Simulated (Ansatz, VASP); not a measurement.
# One calculation of BP, two programs

Contents of INCAR:

```
  PREC = Accurate
  ENCUT = 500
  EDIFF = 1E-7
  ISMEAR = 0
  SIGMA = 0.02
  LREAL = F
  LASPH = T
  NELM = 120
  ALGO = Normal
  ISIF = 3
  LWAVE = F
  LCHARG = F
  GGA = CA
  IBRION = 2
  NSW = 100
  EDIFFG = -0.002
  GGA_COMPAT = F
  NELMIN = 4
```

KPOINTS

```
Automatic mesh
0
Gamma
  10 10 10
```

The input POSCAR:

```
BP
1.0
    0.0000000000      2.2600000000      2.2600000000
    2.2600000000      0.0000000000      2.2600000000
    2.2600000000      2.2600000000      0.0000000000
B P
1 1
Direct
    0.0000000000      0.0000000000      0.0000000000
    0.2500000000      0.2500000000      0.2500000000
```

Input for Ansatz:

```yaml
crystal:
  lattice:
    - [0.0, 2.26, 2.26]
    - [2.26, 0.0, 2.26]
    - [2.26, 2.26, 0.0]
  atoms:
    - { symbol: B, position: [0.0, 0.0, 0.0] }
    - { symbol: P, position: [0.25, 0.25, 0.25] }
basis:
  ecutwfc: 420
kpoints:
  mp_grid: { grid: [10, 10, 10] }
hamiltonian:
  xc: lda
  pseudopotentials: { kind: paw, azcp: { folder: soft_1 } }
scf:
  occupations: { method: gaussian, width: 0.02 }
output:
  forces: true
  stress: true
  eigenvalues: true
  write_density: true
  write_potential: true
  elf: true
  volumetric_format: npy
relax:
  adjacent_minimum: "off"
  f_tol: 0.002
  max_steps: 80
  cell: { stress_tol: 0.02 }
```

Alike in both runs: task relaxation of cell and atoms; functional LDA; k mesh 10 × 10 × 10; occupations gaussian, width 0.02 eV; no spin polarisation.

|  | VASP | Ansatz |
| --- | --- | --- |
| version | VASP 6.6.1 | Ansatz 0.2.0 |
| potentials or method | VASP PAW LDA potentials, release 64 (B, P), cutoff 500 eV | scalar-relativistic, plane waves, PAW |
| valence electrons in the cell | 8 | 8 |

|  | VASP | Ansatz | Ansatz less VASP |
| --- | --- | --- | --- |
| gap on the k mesh at the Fermi level, each at its own relaxed structure (eV) | 1.15 | 1.15 | 0.000 |
| relaxed volume (Å³/atom) | 11.31 | 11.32 | +0.009 |
| relaxed cell length with the largest relative difference (Å) | 3.175 | 3.175 | +0.0008 |

Ansatz warns that its potentials were made for another functional, while VASP's fit it. LDA's correlation is that of Perdew and Zunger in VASP and of Perdew and Wang (1992) in Ansatz.
